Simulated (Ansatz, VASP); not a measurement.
## Two plane-wave programs on SnSe

The input INCAR:

```
PREC = Accurate ; ENCUT = 520
EDIFF = 1E-7 ; ISMEAR = 0
SIGMA = 0.05 ; LREAL = False
LASPH = True ; NELM = 100
ALGO = Normal ; ISIF = 2
LWAVE = False ; LCHARG = True
GGA = PE ; IVDW = 12
LELF = True ; LVHAR = True
NBANDS = 50
```

File KPOINTS:

```
Automatic mesh
0
Gamma
  6 6 6
```

The input POSCAR:

```
SnSe
1.0
    5.9775376794      0.0000000000      0.0000000000
    0.0000000000     -5.9775376794      0.0000000000
    0.0000000000      0.0000000000     -5.9775376794
Sn Se
4 4
Direct
    0.0000000000      0.0000000000      0.0000000000
    0.5000000000      0.5000000000      0.0000000000
    0.5000000000      0.0000000000      0.5000000000
    0.0000000000      0.5000000000      0.5000000000
    0.5000000000      0.0000000000      0.0000000000
    0.0000000000      0.5000000000      0.0000000000
    0.0000000000      0.0000000000      0.5000000000
    0.5000000000      0.5000000000      0.5000000000
```

Input for Ansatz:

```yaml
crystal:
  lattice:
    - [5.9775376794, 0.0, 0.0]
    - [0.0, -5.9775376794, 0.0]
    - [0.0, 0.0, -5.9775376794]
  atoms:
    - { symbol: Sn, position: [0.0, 0.0, 0.0] }
    - { symbol: Sn, position: [0.5, 0.5, 0.0] }
    - { symbol: Sn, position: [0.5, 0.0, 0.5] }
    - { symbol: Sn, position: [0.0, 0.5, 0.5] }
    - { symbol: Se, position: [0.5, 0.0, 0.0] }
    - { symbol: Se, position: [0.0, 0.5, 0.0] }
    - { symbol: Se, position: [0.0, 0.0, 0.5] }
    - { symbol: Se, position: [0.5, 0.5, 0.5] }
basis:
  ecutwfc: 420
kpoints:
  mp_grid: { grid: [6, 6, 6] }
hamiltonian:
  xc: pbe
  dispersion: d3bj
scf:
  occupations: { method: gaussian, width: 0.05 }
output:
  forces: true
  stress: true
  eigenvalues: true
  write_density: true
  write_potential: true
  elf: true
  volumetric_format: npy
```

Alike in both runs: task single point; functional PBE; dispersion D3(BJ); k mesh 6 × 6 × 6; occupations gaussian, width 0.05 eV; no spin polarisation.

|  | VASP | Ansatz |
| --- | --- | --- |
| version | VASP 6.6.1 | Ansatz 0.2.0 |
| potentials or method | VASP PAW PBE potentials, release 64 (Sn_d, Se), cutoff 520 eV | scalar-relativistic, plane waves, PAW |
| valence electrons in the cell | 80 | 120 |

```csv
,VASP,Ansatz,Ansatz less VASP
gap on the k mesh at the Fermi level (eV),0.40,0.40,0.000
least direct gap on the mesh (eV),0.40,0.40,0.000
pressure (GPa),0.0,0.0,-0.01
```

VASP's potentials hold 80 valence electrons a cell and Ansatz's 120, so a difference there can come from the potentials and not from the codes.
